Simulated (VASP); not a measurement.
Here is a VASP 6.6.1 calculation.

Contents of INCAR:

```
SYSTEM = Sn
  ALGO = Normal
  EDIFF = 1E-7
  ENCUT = 520
  GGA = PS
  ISIF = 2
  ISMEAR = -1
  LASPH = .True.
  LCHARG = .True.
  LELF = .True.
  LREAL = .False.
  LVHAR = .True.
  LWAVE = .False.
  NBANDS = 21
  NELM = 80
  PREC = Accurate
  SIGMA = 0.1
```

File KPOINTS:

```
k-points
0
Gamma
  13 13 7
  0 0 0
```

The input POSCAR:

```
Sn
1.0
    2.5653495555      0.0000000000      0.0000000000
   -1.2826747778      2.2216578847      0.0000000000
    0.0000000000      0.0000000000      4.1461779743
Sn
2
Direct
    0.3333333333      0.6666666667      0.2500000000
    0.6666666667      0.3333333333      0.7500000000
```

Potentials or basis: VASP PAW PBE potentials, release 64 (Sn_d).

Command:

```bash
$ cat potpaw_PBE.64/Sn_d/POTCAR > POTCAR
$ mpirun -np 1 vasp_std > vasp.out
```

(1) Predict the pressure.

(2) Predict the band gap on the k mesh.

## Answers

(1) 301.7 GPa.

(2) zero (band 14 reaches 32.60 eV, above the bottom of band 15 at 19.93 eV).

Caveat: the PAW data sets were made with another functional, which shifts forces and pressure a little; spin-orbit coupling is left out, which moves the levels of the heavy elements.
